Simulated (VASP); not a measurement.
Here is a VASP 6.6.1 calculation.

The input INCAR:

```
SYSTEM = KZnF3
PREC = Accurate
ENCUT = 520
EDIFF = 1E-6
ISMEAR = 0
SIGMA = 0.02
LREAL = .FALSE.
LASPH = .TRUE.
NELM = 80
ALGO = Normal
ISIF = 2
LWAVE = .FALSE.
LCHARG = .FALSE.
GGA = PE
NBANDS = 29
```

File KPOINTS:

```
Automatic mesh
0
G
  6 6 6
  0 0 0
```

File POSCAR:

```
KZnF3
1.0
    3.6537644486      0.0000000000      0.0000000000
    0.0000000000      3.6537644486      0.0000000000
    0.0000000000      0.0000000000      3.6537644486
K Zn F
1 1 3
Direct
    0.0000000000      0.0000000000      0.0000000000
    0.5000000000      0.5000000000      0.5000000000
    0.0000000000      0.5000000000      0.5000000000
    0.5000000000      0.0000000000      0.5000000000
    0.5000000000      0.5000000000      0.0000000000
```

Potentials or basis: VASP PAW PBE potentials, release 64 (K_sv, Zn, F).

Launch:

```bash
$ cat potpaw_PBE.64/K_sv/POTCAR potpaw_PBE.64/Zn/POTCAR potpaw_PBE.64/F/POTCAR > POTCAR
$ mpirun -np 1 vasp_std > vasp.out
```

**Question.** Estimate the pressure.

**Answer.** 62.2 GPa.

**Question.** Estimate the band gap on the k mesh.

**Answer.** 4.74 eV, indirect (least direct gap 7.59 eV).

A k mesh can miss the band edges. PBE gaps usually lie below the measured ones, often by a third to a half.
